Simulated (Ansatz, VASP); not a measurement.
**Ta2N: VASP beside Ansatz**

INCAR

```
SYSTEM = Ta2N
  PREC = Accurate
  ENCUT = 520
  EDIFF = 1E-6
  ISMEAR = 0
  SIGMA = 0.15
  LREAL = .FALSE.
  LASPH = .TRUE.
  NELM = 60
  ALGO = Normal
  ISIF = 2
  LWAVE = .FALSE.
  LCHARG = .FALSE.
  GGA = PS
  NBANDS = 50
```

KPOINTS

```
regular mesh
0
G
  12 12 8
  0 0 0
```

File POSCAR:

```
Ta2N
1.0
    5.3430590390      0.0000000000      0.0000000000
   -2.6715295195      4.6272248617      0.0000000000
    0.0000000000      0.0000000000      4.7652243437
Ta N
6 3
Direct
    0.6668041018      0.6668041018      0.7527922856
    0.0000000000      0.3331958982      0.7527922856
    0.3331958982      0.0000000000      0.7527922856
    0.3331958982      0.3331958982      0.2472077144
    0.0000000000      0.6668041018      0.2472077144
    0.6668041018      0.0000000000      0.2472077144
    0.6666666667      0.3333333333      0.5000000000
    0.3333333333      0.6666666667      0.5000000000
    0.0000000000      0.0000000000      0.0000000000
```

Input for Ansatz:

```yaml
crystal:
  lattice:
    - [5.343059039, 0.0, 0.0]
    - [-2.6715295195, 4.6272248617, 0.0]
    - [0.0, 0.0, 4.7652243437]
  atoms:
    - { symbol: Ta, position: [0.6668041018, 0.6668041018, 0.7527922856] }
    - { symbol: Ta, position: [0.0, 0.3331958982, 0.7527922856] }
    - { symbol: Ta, position: [0.3331958982, 0.0, 0.7527922856] }
    - { symbol: Ta, position: [0.3331958982, 0.3331958982, 0.2472077144] }
    - { symbol: Ta, position: [0.0, 0.6668041018, 0.2472077144] }
    - { symbol: Ta, position: [0.6668041018, 0.0, 0.2472077144] }
    - { symbol: "N", position: [0.6666666667, 0.3333333333, 0.5] }
    - { symbol: "N", position: [0.3333333333, 0.6666666667, 0.5] }
    - { symbol: "N", position: [0.0, 0.0, 0.0] }
basis:
  ecutwfc: 420
kpoints:
  mp_grid: { grid: [12, 12, 8] }
hamiltonian:
  xc: pbesol
scf:
  occupations: { method: gaussian, width: 0.15 }
output:
  forces: true
  stress: true
  eigenvalues: true
```

Change from the starting cell: strain +0.015 along x and y, -0.030 along z, atoms carried along.

Alike in both runs: task single point; functional PBEsol; k mesh 12 × 12 × 8; occupations gaussian, width 0.15 eV; no spin polarisation.

|  | VASP | Ansatz |
| --- | --- | --- |
| version | VASP 6.6.1 | Ansatz 0.2.0 |
| potentials or method | VASP PAW PBE potentials, release 64 (Ta_pv, N), cutoff 520 eV | scalar-relativistic, plane waves, PAW |
| valence electrons in the cell | 81 | 93 |

```csv
,VASP,Ansatz,Ansatz less VASP
gap on the k mesh at the Fermi level (eV),none,none,-
pressure (GPa),1.2,0.6,-0.58
"traceless stress, the component that is largest in VASP (GPa)",8.85,8.90,+0.054
rms of the force components (eV/Å),0.034,0.040,+0.0063
```

VASP's potentials were made for PBE, not for PBEsol. Atom by atom the forces differ by 0.008 eV/Å (rms over components). A gap of «none» marks a metal or a gap that the smearing closes. With one functional, cell and mesh, what is left measures potentials, basis and numerics. VASP's potentials hold 81 valence electrons a cell and Ansatz's 93, so a difference there can come from the potentials and not from the codes.

Spin-orbit coupling is off throughout.
